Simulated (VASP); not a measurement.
# Pt9Se17 (a cell with a defect) in VASP: single point with PBE

Aim: the single point of Pt9Se17 (a cell with a defect) with PBE.

All numbers are computed with VASP 6.6.1; they aren't measurements. Logs are shortened: lines on timing, memory, paths and dates and some standing lists are left out, and cuts for length are marked.

**1. The cell of the first run**

The cell holds a defect, 26 atoms: a = 9.192 Å, b = 9.192 Å, c = 9.192 Å, α = 75.50°, β = 75.50°, γ = 75.50°.

**2. Single point, PBE**

INCAR reads:

```
SYSTEM = Pt9Se17
ALGO = Normal
EDIFF = 1E-6
ENCUT = 520
GGA = PE
ISIF = 2
ISMEAR = 0
LASPH = .TRUE.
LCHARG = .FALSE.
LREAL = Auto
LWAVE = .FALSE.
NBANDS = 115
NELECT = 190.0
NELM = 80
PREC = Accurate
SIGMA = 0.01
```

KPOINTS reads:

```
Automatic mesh
0
Gamma
  2 2 2
  0.5 0.5 0.5
```

POSCAR reads:

```
Pt9Se17
1.0
   -5.6273392466      3.2489458289      6.5013329040
    0.0000000000     -6.4978916577      6.5013329040
    5.6273392466      3.2489458289      6.5013329040
Pt Se
9 17
Direct
    0.6679702629      0.6687166413      0.6689731071
   -0.0007951607      0.3334574409      0.6695218376
    0.3317985697      0.6660946645     -0.0011041404
    0.3344517825      0.0022188347      0.6688617022
    0.6686292737      0.3335105985      0.0001818302
   -0.0021135701      0.6660981923      0.3327631601
   -0.0008241695      0.0028275714      0.0001044171
    0.3317869682      0.3322437148      0.3327442755
    0.6679289224      0.0022873105      0.3353824105
    0.8189017948      0.4916816240      0.4912118098
    0.1574143789      0.8244682464      0.8198470313
    0.1574053767      0.1532221455      0.4911389361
    0.4902493510      0.4916477961      0.8199508817
    0.8188694989      0.8245174678      0.1583593617
    0.8198468121      0.1541952865      0.8208360608
    0.1535504773      0.4878791713      0.1545253882
    0.4902279915      0.1532946767      0.1583122728
    0.5085235908      0.5115602036      0.1782146830
    0.8407357555      0.1749301129      0.1780937679
    0.1772083425      0.5115336677      0.5094802003
    0.1771845776      0.8428218113      0.1781680806
    0.5096577134      0.1760595394      0.5106249736
    0.8407369699      0.5114146479      0.8416278117
    0.8416993089      0.8439826158      0.5106318419
    0.1771483512      0.1749228120      0.8416230150
    0.5096625299      0.8439825277      0.8427070369
```

Potentials or basis: VASP PAW PBE potentials, release 64 (Pt, Se).

The run is started by

```bash
cat potpaw_PBE.64/Pt/POTCAR potpaw_PBE.64/Se/POTCAR > POTCAR
mpirun -np 1 vasp_std > vasp.out
```

OUTCAR:

```text
SYSTEM = Pt9Se17
   EDIFF = 1E-6
   ENCUT = 520
   GGA = PE
   ISIF = 2
   ISMEAR = 0
   LASPH = .TRUE.
   LREAL = Auto
   NELECT = 190.0
   NELM = 80
   PREC = Accurate

 ion  position               nearest neighbor table
   1  0.668  0.669  0.669-  23 2.47  26 2.49  24 2.49  10 2.51  13 2.51
   2  0.999  0.333  0.670-  23 2.50  25 2.50  15 2.54  20 2.54  12 2.55  10 2.55
   3  0.332  0.666  0.999-  13 2.52  11 2.52  21 2.53  18 2.53  26 2.53  16 2.53
   4  0.334  0.002  0.669-  25 2.47  22 2.49  26 2.49  12 2.51  11 2.51
   5  0.669  0.334  0.000-  23 2.50  19 2.50  15 2.54  18 2.54  13 2.55  17 2.55
   6  0.998  0.666  0.333-  10 2.52  14 2.52  21 2.53  20 2.53  24 2.53  16 2.53
   7  0.999  0.003  0.000-  25 2.50  19 2.50  15 2.54  21 2.54  11 2.55  14 2.55
   8  0.332  0.332  0.333-  17 2.52  12 2.52  20 2.53  18 2.53  22 2.53  16 2.53
   9  0.668  0.002  0.335-  19 2.47  22 2.49  24 2.49  14 2.51  17 2.51
  10  0.819  0.492  0.491-   1 2.51   6 2.52   2 2.55
  11  0.157  0.824  0.820-   4 2.51   3 2.52   7 2.55
  12  0.157  0.153  0.491-   4 2.51   8 2.52   2 2.55
  13  0.490  0.492  0.820-   1 2.51   3 2.52   5 2.55
  14  0.819  0.825  0.158-   9 2.51   6 2.52   7 2.55
  15  0.820  0.154  0.821-   7 2.54   2 2.54   5 2.54
[... 9 lines left out ...]
  25  0.177  0.175  0.842-   4 2.47   2 2.50   7 2.50
  26  0.510  0.844  0.843-   1 2.49   4 2.49   3 2.53

  LATTYP: Found a trigonal (rhomboedric) cell.
 ALAT       =     9.1918401598
 COS(alpha) =     0.2503970905

  Lattice vectors:

 A1 = (  -5.6273392466,   3.2489458289,   6.5013329040)
 A2 = (   0.0000000000,  -6.4978916577,   6.5013329040)
 A3 = (   5.6273392466,   3.2489458289,   6.5013329040)

Analysis of symmetry for initial positions (statically):
=====================================================================
 Subroutine PRICEL returns:
 Original cell was already a primitive cell.

 Routine SETGRP: Setting up the symmetry group for a
 trigonal (rhombohedral) supercell.

 Subroutine GETGRP returns: Found  1 space group operations
 (whereof  1 operations were pure point group operations)
 out of a pool of 12 trial point group operations.

The static configuration has the point symmetry C_1 .

Analysis of symmetry for dynamics (positions and initial velocities):
=====================================================================
 Subroutine PRICEL returns:
 Original cell was already a primitive cell.

 Routine SETGRP: Setting up the symmetry group for a
 trigonal (rhombohedral) supercell.

 Subroutine GETGRP returns: Found  1 space group operations
 (whereof  1 operations were pure point group operations)
 out of a pool of 12 trial point group operations.

The dynamic configuration has the point symmetry C_1 .

 Subroutine INISYM returns: Found  1 space group operations
 (whereof  1 operations are pure point group operations),
 and found     1 'primitive' translations

----------------------------------------------------------------------------------------

                                     Primitive cell

  volume of cell :     713.1801

  direct lattice vectors                    reciprocal lattice vectors
    -5.627339247  3.248945829  6.501332904    -0.088851938  0.051298691  0.051271537
     0.000000000 -6.497891658  6.501332904     0.000000000 -0.102597381  0.051271537
     5.627339247  3.248945829  6.501332904     0.088851938  0.051298691  0.051271537

  length of vectors
     9.191840160  9.191840160  9.191840160     0.114695219  0.114695219  0.114695219

  position of ions in fractional coordinates (direct lattice)
     0.667970263  0.668716641  0.668973107
     0.999204839  0.333457441  0.669521838
     0.331798570  0.666094665  0.998895860
     0.334451782  0.002218835  0.668861702
     0.668629274  0.333510598  0.000181830
     0.997886430  0.666098192  0.332763160
[... 18 lines left out ...]
     0.177148351  0.174922812  0.841623015
     0.509662530  0.843982528  0.842707037

  ion indices of the primitive-cell ions
   primitive index   ion index
                 1           1
                 2           2
                 3           3
                 4           4
                 5           5
                 6           6
[... 18 lines left out ...]
                25          25
                26          26

----------------------------------------------------------------------------------------

 KPOINTS: Automatic mesh

Automatic generation of k-mesh.
 Grid dimensions read from file:
 generate k-points for:    2    2    2

 Generating k-lattice:

  Cartesian coordinates                     Fractional coordinates (reciprocal lattice)
    -0.044425969  0.025649345  0.025635769     0.500000000  0.000000000  0.000000000
     0.000000000 -0.051298691  0.025635769     0.000000000  0.500000000  0.000000000
     0.044425969  0.025649345  0.025635769     0.000000000  0.000000000  0.500000000

  Length of vectors
     0.057347609  0.057347609  0.057347609

  Shift w.r.t. Gamma in fractional coordinates (k-lattice)
     0.500000000  0.500000000  0.500000000

 Subroutine IBZKPT returns following result:
 ===========================================

 Found      4 irreducible k-points:

 Following reciprocal coordinates:
            Coordinates               Weight
  0.250000  0.250000  0.250000      2.000000
 -0.250000  0.250000  0.250000      2.000000
  0.250000 -0.250000  0.250000      2.000000
  0.250000  0.250000 -0.250000      2.000000
   k-points           NKPTS =      4   k-points in BZ     NKDIM =      4   number of bands    NBANDS=    115
   number of dos      NEDOS =    301   number of ions     NIONS =     26
   total plane-waves  NPLWV = 343000
   dimension x,y,z NGX =    70 NGY =   70 NGZ =   70
   dimension x,y,z NGXF=   140 NGYF=  140 NGZF=  140
   ions per type =               9  17
   NGX,Y,Z   is equivalent  to a cutoff of  12.66, 12.66, 12.66 a.u.
   NGXF,Y,Z  is equivalent  to a cutoff of  25.32, 25.32, 25.32 a.u.
 SYSTEM =  Pt9Se17
   PREC   = accura    normal or accurate (medium, high low for compatibility)
   ISTART =      0    job   : 0-new  1-cont  2-samecut
   ICHARG =      2    charge: 1-file 2-atom 10-const
   ISPIN  =      1    spin polarized calculation?
   LNONCOLLINEAR =      F non collinear calculations
   LSORBIT =      F    spin-orbit coupling
   LASPH  =      T    aspherical Exc in radial PAW
   ENCUT  =  520.0 eV  38.22 Ry    6.18 a.u.  17.09 17.09 17.09*2*pi/ulx,y,z
   NELM   =     80;   NELMIN=  2; NELMDL= -5     # of ELM steps
   EDIFF  = 0.1E-05   stopping-criterion for ELM
   LREAL  =      T    real-space projection
   EDIFFG = 0.1E-04   stopping-criterion for IOM
   NSW    =      0    number of steps for IOM
   IBRION =     -1    ionic relax: 0-MD 1-quasi-New 2-CG
   NFREE  =      0    steps in history (QN), initial steepest desc. (CG)
   ISIF   =      2    stress and relaxation
   ISYM   =      2    0-nonsym 1-usesym 2-fastsym
   POTIM  = 0.5000    time-step for ionic-motion
   TEBEG  =    0.0;   TEEND  =   0.0 temperature during run
   PSTRESS=    0.0 pullay stress
   NELECT =     190.0000    total number of electrons
   NUPDOWN=      -1.0000    fix difference up-down
   EMIN   =  10.00;   EMAX   =-10.00  energy-range for DOS
   EFERMI =   0.00;   METHOD = LEGACY
   ISMEAR =     0;   SIGMA  =   0.01  broadening in eV -4-tet -1-fermi 0-gaus
   EFERMI_NEDOS =   21; number of points for ismear=-14 and -15
   IALGO  =     38    algorithm
   IMIX   =      4    mixing-type and parameters
     AMIX     =   0.40;   BMIX     =  1.00
     AMIX_MAG =   1.60;   BMIX_MAG =  1.00
  volume/ion in A,a.u.               =      27.43       185.11
  Fermi-wavevector in a.u.,A,eV,Ry     =   1.053399  1.990636 15.097701  1.109650
  Thomas-Fermi vector in A             =   2.188519
   LORBIT       =      0    0 simple, 1 ext, 2 COOP (PROOUT), +10 PAW based schemes
   GGA     = PE    functional components
   LHFCALC =     F    Hartree Fock is set to
   AEXX    =    0.0000 exact exchange contribution
   IVDW    =     0    specifies the selected vdW correction
   LEPSILON=     F    determine dielectric tensor
   LRPA    =     F    only Hartree local field effects (RPA)
 non-spin polarized calculation
 Gauss-broadening in eV      SIGMA  =   0.01
  energy-cutoff  :      520.00
  volume of cell :      713.18
 maximum number of plane-waves:     19212
 NGX is ok and might be reduce to    70
   NGX = 35   NGY = 35   NGZ = 35

 number of electron     189.9999996 magnetization

 Free energy of the ion-electron system (eV)
  ---------------------------------------------------
  ext. energy  EPLUGINS =         0.00000000
  ---------------------------------------------------
  free energy    TOTEN  =      -129.14486615 eV

  energy without entropy =     -129.14422948  energy(sigma->0) =     -129.14454781

 E-fermi :   2.5788     XC(G=0):  -8.7021

 val. band max:        2.5629940098   @ k =   0.2500   0.2500  -0.2500
 cond. band min:       2.5913690321   @ k =   0.2500   0.2500   0.2500
 fundamental gap:      0.0283750223
 Fermi energy:         2.5788059021

 k-point     1 :       0.2500    0.2500    0.2500
  band No.  band energies     occupation
      1     -11.5764      2.00000
      2     -10.9096      2.00000
      3     -10.9094      2.00000
      4     -10.6978      2.00000
      5     -10.4880      2.00000
      6     -10.4878      2.00000
[... 99 lines left out ...]
    106       4.6059      0.00000
    107       4.6059      0.00000

 k-point     2 :      -0.2500    0.2500    0.2500
  band No.  band energies     occupation
      1     -11.4332      2.00000
      2     -11.1927      2.00000
      3     -10.9631      2.00000
      4     -10.7196      2.00000
      5     -10.4606      2.00000
      6     -10.3576      2.00000
[... 99 lines left out ...]
    106       4.5422      0.00000
    107       4.5985      0.00000

 k-point     3 :       0.2500   -0.2500    0.2500
  band No.  band energies     occupation
      1     -11.4332      2.00000
      2     -11.1927      2.00000
      3     -10.9630      2.00000
      4     -10.7199      2.00000
      5     -10.4607      2.00000
      6     -10.3573      2.00000
[... 99 lines left out ...]
    106       4.5421      0.00000
    107       4.5986      0.00000

 k-point     4 :       0.2500    0.2500   -0.2500
  band No.  band energies     occupation
      1     -11.4332      2.00000
      2     -11.1927      2.00000
      3     -10.9631      2.00000
      4     -10.7197      2.00000
      5     -10.4606      2.00000
      6     -10.3575      2.00000
[... 99 lines left out ...]
    106       4.5422      0.00000
    107       4.5985      0.00000
 [bands above 107 left out]

------------------------ aborting loop because EDIFF is reached ----------------------------------------

  FORCE on cell =-STRESS in cart. coord.  units (eV):
  Direction    XX          YY          ZZ          XY          YZ          ZX
  --------------------------------------------------------------------------------------
  -------------------------------------------------------------------------------------
  Total      -18.8673080    -18.8111527    -19.3943069      0.0041001     -0.0003152      0.0058189
  in kB      -42.3858891    -42.2597349    -43.5698057      0.0092110     -0.0007080      0.0130723
  external PRESSURE =     -42.7384766 kB  Pullay stress =       0.0000000 kB

 VOLUME and BASIS-vectors are now :
 -----------------------------------------------------------------------------
  energy-cutoff  :      520.00
  volume of cell :      713.18
      direct lattice vectors                 reciprocal lattice vectors
    -5.627339247  3.248945829  6.501332904    -0.088851938  0.051298691  0.051271537
     0.000000000 -6.497891658  6.501332904     0.000000000 -0.102597381  0.051271537
     5.627339247  3.248945829  6.501332904     0.088851938  0.051298691  0.051271537

 POSITION                                       TOTAL-FORCE (eV/Angst)
 -----------------------------------------------------------------------------------
      0.00564     -0.00159     13.03946         0.001549     -0.014824     -0.017142
     -1.85524      3.25483     13.01687        -0.008588     -0.006129     -0.012830
      3.75398     -0.00486     12.98179         0.008041      0.006555      0.000302
      1.88184      3.24529      6.53730        -0.009633      0.004736     -0.007015
     -3.76158      0.00582      6.51643         0.007675     -0.005393     -0.013793
     -3.74287     -0.00503     12.98152        -0.005395      0.009164      0.000406
[... 18 lines left out ...]
      3.73922      2.17330      7.76060         0.011677     -0.004283      0.007380
      1.87415     -1.09033     14.27922         0.008746      0.005247     -0.000716
 -----------------------------------------------------------------------------------
    total drift:                               -0.014681     -0.006672      0.007197

  FREE ENERGIE OF THE ION-ELECTRON SYSTEM (eV)
  ---------------------------------------------------
  free  energy   TOTEN  =      -129.1448661495 eV

  energy  without entropy=     -129.1442294782  energy(sigma->0) =     -129.14454781
```

Run time: 5.2 min. Hardware: 1 thread of Intel Xeon 6975P-C (Granite Rapids), shared host; peak memory 0.77 GiB.

Results:

* Free energy: -129.1449 eV
* Largest force: 0.023 eV/Å

Forces in eV/Å, atoms in the order of the input:
```
Pt   0.002 -0.015 -0.017
Pt  -0.009 -0.006 -0.013
Pt   0.008  0.007  0.000
Pt  -0.010  0.005 -0.007
Pt   0.008 -0.005 -0.014
Pt  -0.005  0.009  0.000
Pt   0.000  0.007 -0.009
Pt   0.001 -0.011  0.011
Pt   0.015  0.007 -0.010
Se   0.000  0.001  0.006
Se  -0.006 -0.006  0.009
Se  -0.002  0.002  0.008
Se  -0.009 -0.002  0.006
Se   0.006 -0.006  0.007
Se   0.000 -0.002  0.012
Se  -0.001  0.005  0.007
Se   0.000  0.001  0.007
Se  -0.013  0.000 -0.007
Se  -0.011 -0.007  0.006
Se   0.013  0.002 -0.008
Se   0.004 -0.001 -0.008
Se  -0.002 -0.003 -0.005
Se   0.001  0.015  0.011
Se  -0.009  0.003  0.000
Se   0.012 -0.004  0.007
Se   0.009  0.005 -0.001
```

Levels at points of the mesh, in eV from the Fermi level:
| k point | band 93 | band 94 | band 95 | band 96 | band 97 | band 98 |
| --- | --- | --- | --- | --- | --- | --- |
| (0.25, 0.25, 0.25) | -0.42 | -0.25 | -0.25 | 0.01 | 1.02 | 1.02 |

Caveat: the cell carries a net charge on a neutralising background, which shifts energy and pressure; the cell is charged against a uniform background, so pressure and absolute levels hang on convention; spin-orbit coupling is left out, which moves the levels of the heavy elements.
